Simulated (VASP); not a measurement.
Set up this calculation in VASP 6.6.1, as the native input.

```yaml
Task: single point
Functional: PBE
Potentials_or_basis: VASP PAW PBE potentials, release 64 (Ba_sv, Ru_pv)
Cutoff: 520 eV
k_mesh: 12 × 12 × 8
Occupations: gaussian, width 0.1 eV
Spin: no spin polarisation
Dipole_correction: no
Further_INCAR_settings: ALGO = Fast; EDIFF = 1e-06; NBANDS = 32
```

The structure of BaRu lies in POSCAR:

```
BaRu
1.0
    4.4594305692      0.0000000000      0.0000000000
   -2.2297152846      3.8619801594      0.0000000000
    0.0000000000      0.0000000000      6.8509123758
Ba Ru
2 2
Direct
    0.3333333333      0.6666666667     -0.0278143414
    0.6666666667      0.3333333333      0.4721856586
    0.3333333333      0.6666666667      0.4099143414
    0.6666666667      0.3333333333      0.9099143414
```

These files were run (other wordings do the same):

INCAR

```
  ALGO = Fast
  EDIFF = 1E-6
  ENCUT = 520
  GGA = PE
  ISIF = 2
  ISMEAR = 0
  LASPH = True
  LCHARG = False
  LREAL = False
  LWAVE = False
  NBANDS = 32
  NELM = 80
  PREC = Accurate
  SIGMA = 0.1
```

KPOINTS

```
k-points
0
Gamma
  12 12 8
```

Potentials or basis: VASP PAW PBE potentials, release 64 (Ba_sv, Ru_pv).

Command:

```bash
$ cat potpaw_PBE.64/Ba_sv/POTCAR potpaw_PBE.64/Ru_pv/POTCAR > POTCAR
$ mpirun -np 1 vasp_std > vasp.out
```

Results of the run:

```yaml
Pressure: 4.7 GPa
Largest_force: 0.107 eV/Å
Band_gap_on_the_k_mesh: zero (bands 24 and 25 overlap by 0.38 eV)
```

Caveat: the cell stands under pressure; spin-orbit coupling is left out, which moves the levels of the heavy elements.

It took 8.3 min on 1 thread of Intel(R) Xeon(R) Platinum 8259CL CPU @ 2.50GHz (Skylake/Cascade Lake) (shared host), peak memory 0.47 GiB.
